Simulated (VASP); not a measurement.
# BN (P6_3/mmc) in VASP: a series of runs, part 2 of 2

VASP 6.6.1.

## Step 4: Relaxation of cell and atoms, PBEsol, target pressure 15 GPa, at which the enthalpy is minimised

INCAR reads:

```
PREC = Accurate
ENCUT = 600
EDIFF = 1E-7
ISMEAR = 0
SIGMA = 0.01
LREAL = F
LASPH = T
NELM = 120
ALGO = Normal
ISIF = 3
LWAVE = F
LCHARG = F
GGA = PS
IBRION = 2
NSW = 100
EDIFFG = -0.002
PSTRESS = 150.0
GGA_COMPAT = F
NELMIN = 4
```

KPOINTS reads:

```
regular mesh
0
Gamma
  10 10 4
```

POSCAR reads:

```
BN
1.0
    2.5043523426      0.0000000000      0.0000000000
   -1.2521761713      2.1688327487      0.0000000000
    0.0000000000      0.0000000000      7.0158653084
B N
2 2
Direct
    0.3333333333      0.6666666667      0.2500000000
    0.6666666667      0.3333333333      0.7500000000
    0.3333333333      0.6666666667      0.7500000000
    0.6666666667      0.3333333333      0.2500000000
```

Potentials or basis: VASP PAW PBE potentials, release 64 (B, N).

Run with:

```bash
cat potpaw_PBE.64/B/POTCAR potpaw_PBE.64/N/POTCAR > POTCAR
mpirun -np 1 vasp_std > vasp.out
```

OUTCAR:

```text
PREC = Accurate
   ENCUT = 600
   EDIFF = 1E-7
   ISMEAR = 0
   LREAL = F
   LASPH = T
   NELM = 120
   ISIF = 3
   GGA = PS
   IBRION = 2
   NSW = 100
   EDIFFG = -0.002
   PSTRESS = 150.0
   NELMIN = 4

 ion  position               nearest neighbor table
   1  0.333  0.667  0.250-   4 1.45   4 1.45   4 1.45
   2  0.667  0.333  0.750-   3 1.45   3 1.45   3 1.45
   3  0.333  0.667  0.750-   2 1.45   2 1.45   2 1.45
   4  0.667  0.333  0.250-   1 1.45   1 1.45   1 1.45

  LATTYP: Found a hexagonal cell.
 ALAT       =     2.5043523426
 C/A-ratio  =     2.8014689423

  Lattice vectors:

 A1 = (   2.5043523426,   0.0000000000,   0.0000000000)
 A2 = (  -1.2521761713,   2.1688327487,   0.0000000000)
 A3 = (   0.0000000000,   0.0000000000,   7.0158653084)

Analysis of symmetry for initial positions (statically):
=====================================================================
 Subroutine PRICEL returns:
 Original cell was already a primitive cell.

 Routine SETGRP: Setting up the symmetry group for a
 hexagonal supercell.

 Subroutine GETGRP returns: Found 24 space group operations
 (whereof 12 operations were pure point group operations)
 out of a pool of 24 trial point group operations.

The static configuration has the point symmetry D_3d.
 The point group associated with its full space group is D_6h.

[... 166 lines left out ...]

  energy without entropy =      -36.57771927  energy(sigma->0) =      -36.57771927

 E-fermi :   1.8567     XC(G=0):  -9.9296

 val. band max:        1.7612588331   @ k =   0.3000   0.3000   0.0000
 cond. band min:       6.0185189472   @ k =   0.5000   0.0000   0.0000
 fundamental gap:      4.2572601141
 Fermi energy:         1.8567064204

 k-point     1 :       0.0000    0.0000    0.0000
  band No.  band energies     occupation
      1     -15.9499      2.00000
      2     -15.7528      2.00000
      3      -4.3027      2.00000
      4      -2.6473      2.00000
      5       0.4530      2.00000
      6       0.4530      2.00000
      7       0.4740      2.00000
      8       0.4740      2.00000
      9       6.5276      0.00000
     10      11.2814      0.00000
     11      13.2815      0.00000
     12      13.2846      0.00000
[... 460 lines left out ...]
  energy  without entropy=      -36.4811599343  energy(sigma->0) =      -36.48115993

  enthalpy is  TOTEN    =       -33.1172005987 eV   P V=        3.3639593356

[... ionic steps 4 to 8 ...]

--------------------------------------- Ionic step        9  -------------------------------------------

 number of electron      15.9999999 magnetization

------------------------ aborting loop because EDIFF is reached ----------------------------------------
[... 75 lines left out ...]
--------------------------------------- Ionic step       11  -------------------------------------------

 number of electron      15.9999999 magnetization

 Free energy of the ion-electron system (eV)
  ---------------------------------------------------
  ext. energy  EPLUGINS =         0.00000000
  ---------------------------------------------------
  free energy    TOTEN  =       -36.32534648 eV

  energy without entropy =      -36.32534648  energy(sigma->0) =      -36.32534648

 E-fermi :   4.4026     XC(G=0): -11.6555

 val. band max:        4.3387448064   @ k =   0.3000   0.2000   0.0000
 cond. band min:       8.1839884351   @ k =   0.5000   0.0000   0.2500
 fundamental gap:      3.8452436287
 Fermi energy:         4.4026281722

 k-point     1 :       0.0000    0.0000    0.0000
  band No.  band energies     occupation
      1     -14.2564      2.00000
      2     -13.1062      2.00000
      3      -3.4998      2.00000
      4       1.5587      2.00000
      5       2.7672      2.00000
      6       2.7672      2.00000
      7       2.9867      2.00000
      8       2.9867      2.00000
      9      11.1340      0.00000
     10      15.6205      0.00000
     11      15.6205      0.00000
     12      16.1448      0.00000
[... 380 lines left out ...]
  energy  without entropy=      -36.3253464794  energy(sigma->0) =      -36.32534648

  enthalpy is  TOTEN    =       -33.6053607844 eV   P V=        2.7199856950

 reached required accuracy - stopping structural energy minimisation
```

OSZICAR:

```text
N       E                     dE             d eps       ncg     rms          rms(c)
DAV:   1     0.786221517810E+02    0.78622E+02   -0.88537E+03  1008   0.137E+03
DAV:   2    -0.349251925713E+02   -0.11355E+03   -0.10227E+03  1480   0.290E+02
DAV:   3    -0.400173429063E+02   -0.50922E+01   -0.50521E+01  1296   0.668E+01
[... 102 lines left out ...]
DAV:   2    -0.363254745885E+02    0.45225E-03   -0.64829E-04  1220   0.256E-01    0.541E-02
DAV:   3    -0.363253571118E+02    0.11748E-03   -0.26828E-04  1188   0.147E-01    0.180E-02
DAV:   4    -0.363253476192E+02    0.94926E-05   -0.25849E-05  1288   0.492E-02    0.665E-03
DAV:   5    -0.363253465061E+02    0.11131E-05   -0.57878E-06  1164   0.215E-02    0.358E-03
DAV:   6    -0.363253464794E+02    0.26644E-07   -0.37553E-07  1160   0.640E-03
  11 F= -.33605361E+02 E0= -.33605361E+02  d E =-.128997E-03
```

Run time: 4.1 min. Hardware: 1 thread of Intel Xeon 8259CL, shared host; peak memory 0.17 GiB.

Results:

```
Free energy                                                : -36.3253 eV
Relaxed volume                                             : 7.26 Å³/atom
Relaxed cell                                               : a = 2.481 Å, b = 2.481 Å, c = 5.450 Å, α = 90.00°, β = 90.00°, γ = 120.00°
Space group after relaxing (to 0.1 Å)                      : P6_3/mmc (No. 194)
Energy change on relaxing (the run minimises the enthalpy) : +63.1 meV/atom
Ionic steps                                                : 11
Pressure after relaxing                                    : 15.0 GPa
Band gap on the k mesh                                     : 3.85 eV (least direct gap 4.27 eV)
```

Step by step:
| step | energy change (eV) | largest force (eV/Å) | pressure (GPa) | volume (Å³) |
| --- | --- | --- | --- | --- |
| 1 | 0.0000 | 0.0000 | 0.12 | 38.11 |
| 2 | 0.4925 | 0.0000 | 37.60 | 33.43 |
| 3 | 0.0966 | 0.0000 | 14.93 | 35.93 |
| 4 | 0.0876 | 0.0000 | 14.83 | 34.14 |
| 5 | 0.2882 | 0.0000 | 18.85 | 28.71 |
| 6 | 0.2716 | 0.0000 | 18.54 | 28.89 |
| 7 | 0.2014 | 0.0000 | 3.37 | 30.02 |
| 8 | 0.2442 | 0.0000 | 14.86 | 29.14 |
| 9 | 0.2447 | 0.0000 | 14.94 | 29.14 |
| 10 | 0.2476 | 0.0000 | 14.97 | 29.10 |
| 11 | 0.2524 | 0.0000 | 15.02 | 29.05 |

Final structure:
```
CELL_PARAMETERS angstrom
2.48104 0.00000 0.00000
-1.24052 2.14864 0.00000
0.00000 0.00000 5.44990
ATOMIC_POSITIONS crystal
B 0.33333 0.66667 0.25000
B 0.66667 0.33333 0.75000
N 0.33333 0.66667 0.75000
N 0.66667 0.33333 0.25000
```

Levels at points of the mesh, in eV from the valence-band top:
```csv
k point,band 6,band 7,band 8,band 9,band 10,band 11
"(0.00, 0.00, 0.00)",-1.57,-1.35,-1.35,6.80,11.28,11.28
"(0.50, 0.00, 0.00)",-4.19,-2.70,-0.30,4.00,6.81,9.54
"(0.00, 0.00, 0.50)",-1.46,-1.46,-1.46,10.20,10.20,11.53
"(0.50, 0.00, 0.50)",-4.37,-1.21,-1.21,4.46,4.46,10.03
```

Caveat: the cell is relaxed towards a set pressure, so the run minimises the enthalpy, not the energy; the volume moved by over 15 % at a fixed basis, so the end points are rough; the PAW data sets were made with another functional, which shifts forces and pressure a little. A k mesh can miss the band edges.

## Step 5: Overview

```tsv
cell	gap on the mesh (eV)	pressure (GPa)
relaxed to 7 GPa	4.03	7.0
relaxed to 10 GPa	3.98	10.0
relaxed to 15 GPa	3.85	15.0
```

Alike in all rows: task relaxation of cell and atoms; level PBEsol; potentials or basis VASP PAW PBE potentials, release 64 (B, N); no spin polarisation; k mesh 10 × 10 × 4; cutoff (eV) 600; smearing gaussian 0.01 eV.

Caveats: the cell is relaxed towards a set pressure, so the run minimises the enthalpy, not the energy; the volume moved by over 15 % at a fixed basis, so the end points are rough; the PAW data sets were made with another functional, which shifts forces and pressure a little.

Absolute energies hang on the potentials; compare differences alone.
